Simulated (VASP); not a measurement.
# B: relaxation of shape and atoms at fixed volume with PBE

Crystal: B.

```
B
1.0
    -1.88672    1.88672    0.67331
     1.88672   -1.88672    0.67331
     1.88672    1.88672   -0.67331
B
2
Cartesian
  0.0000 -0.9434 -0.1683
  0.0000 0.9434 0.1683
```

* Program: VASP 6.6.1
* Task: relaxation of shape and atoms at fixed volume
* Functional: PBE
* Potentials or basis: VASP PAW PBE potentials, release 64 (B)
* Cutoff: 600 eV
* k mesh: 21 × 21 × 21
* Occupations: fermi-dirac, width 0.05 eV
* Spin: no spin polarisation
* Dipole correction: no
* Further INCAR settings: ALGO = Normal; EDIFF = 1e-07; IBRION = 2; EDIFFG = -0.005; NSW = 50; ISIF = 4

```json
{"Energy gained by relaxing": "690.9 meV/atom", "Ionic steps": "8", "Pressure after relaxing": "134.6 GPa", "Band gap on the k mesh": "zero (bands 3 and 4 overlap by 12.96 eV)"}
```

Step by step:
```
step  energy change (eV)  largest force (eV/Å)  pressure (GPa)  volume (Å³)
   1              0.0000                0.0000          209.75         9.59
   2             -0.4058                0.0000          152.43         9.59
   3             -0.7225                0.0000          137.96         9.59
   4             -1.0030                0.0000          130.34         9.59
   5             -1.3817                0.0000          134.78         9.59
   6             -1.3816                0.0000          134.28         9.59
   7             -1.3817                0.0000          134.69         9.59
   8             -1.3817                0.0000          134.60         9.59
```

Final structure:
```
B
1.0
    -1.76347    1.76347    0.77072
     1.76347   -1.76347    0.77072
     1.76347    1.76347   -0.77072
B
2
Direct
  0.62500 0.87500 0.75000
  0.37500 0.12500 0.25000
```

Levels at points of the mesh, in eV from the Fermi level:
| k point | band 1 | band 2 | band 3 | band 4 | band 5 | band 6 | band 7 |
| --- | --- | --- | --- | --- | --- | --- | --- |
| (0.00, 0.00, 0.00) | -20.66 | -5.46 | -5.46 | 3.61 | 5.52 | 12.74 | 12.74 |

Run time: 120 s on 1 thread of Intel(R) Xeon(R) Platinum 8488C (Sapphire Rapids), on a shared host, peak memory 0.18 GiB.
